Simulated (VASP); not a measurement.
Write the native input for VASP 6.6.1 that does the following.

```yaml
Task: single point
Functional: LDA
Potentials_or_basis: VASP PAW LDA potentials, release 64 (Ti_sv, O)
Cutoff: 520 eV
k_mesh: 9 × 9 × 5
Occupations: methfessel-paxton, width 0.02 eV
Spin: no spin polarisation
Dipole_correction: no
Further_INCAR_settings: ALGO = Normal; EDIFF = 1e-06; NBANDS = 19
```

The structure of TiO2 lies in POSCAR:

```
TiO2
1.0
    2.8699926292      0.0000000000      0.0000000000
   -1.4349963146      2.4854865255      0.0000000000
    0.0000000000      0.0000000000      3.8954396975
Ti O
1 2
Direct
    0.0000000000      0.0000000000      0.0000000000
    0.3333333333      0.6666666667      0.2449062989
    0.6666666667      0.3333333333      0.7550937011
```

The input as run:

INCAR

```
SYSTEM = TiO2
PREC = Accurate
ENCUT = 520
EDIFF = 1E-6
ISMEAR = 1
SIGMA = 0.02
LREAL = .FALSE.
LASPH = .TRUE.
NELM = 80
ALGO = Normal
ISIF = 2
LWAVE = .FALSE.
LCHARG = .FALSE.
GGA = CA
NBANDS = 19
```

KPOINTS

```
regular mesh
0
G
  9 9 5
  0 0 0
```

Potentials or basis: VASP PAW LDA potentials, release 64 (Ti_sv, O).

The run is started by

```bash
$ cat potpaw_LDA.64/Ti_sv/POTCAR potpaw_LDA.64/O/POTCAR > POTCAR
$ mpirun -np 1 vasp_std > vasp.out
```

It gave:

The pressure is 21.6 GPa, the largest force is 0.124 eV/Å and the band gap on the k mesh is 2.12 eV, indirect (least direct gap 2.22 eV).

It took 11 s on 1 thread of AMD EPYC 9R45 96-Core Processor (Zen 5), with other jobs on the host, peak memory 0.12 GiB.
